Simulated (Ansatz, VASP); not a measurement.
**Ti in VASP and in Ansatz**

```xyz
2
Lattice="2.9015 0.0000 0.0000 -1.4508 2.5128 0.0000 0.0000 0.0000 4.5870" Properties=species:S:1:pos:R:3 pbc="T T T"
Ti    0.0000    1.6752    1.1468
Ti    1.4508    0.8376    3.4403
```

Alike in both runs: functional PBEsol; k mesh 16 × 16 × 10; occupations gaussian, width 0.1 eV; no spin polarisation.

Ansatz relaxed the structure, and its values are those at the end. VASP's run is a single point on that final structure, the one shown.

|  | VASP | Ansatz |
| --- | --- | --- |
| version | VASP 6.6.1 | Ansatz 0.2.0 |
| potentials or method | VASP PAW PBE potentials, release 64 (Ti_sv) | scalar-relativistic, plane waves, PAW |
| plane-wave cutoff (eV) | 520 | 420 |
| valence electrons in the cell | 24 | 24 |

```tsv
	VASP	Ansatz	Ansatz less VASP
gap on the k mesh at the Fermi level (eV)	none	none	-
pressure (GPa)	-0.4	0.0	+0.39
```

VASP's potentials were made for PBE, not for PBEsol. A gap of «none» marks a metal or a gap that the smearing closes.
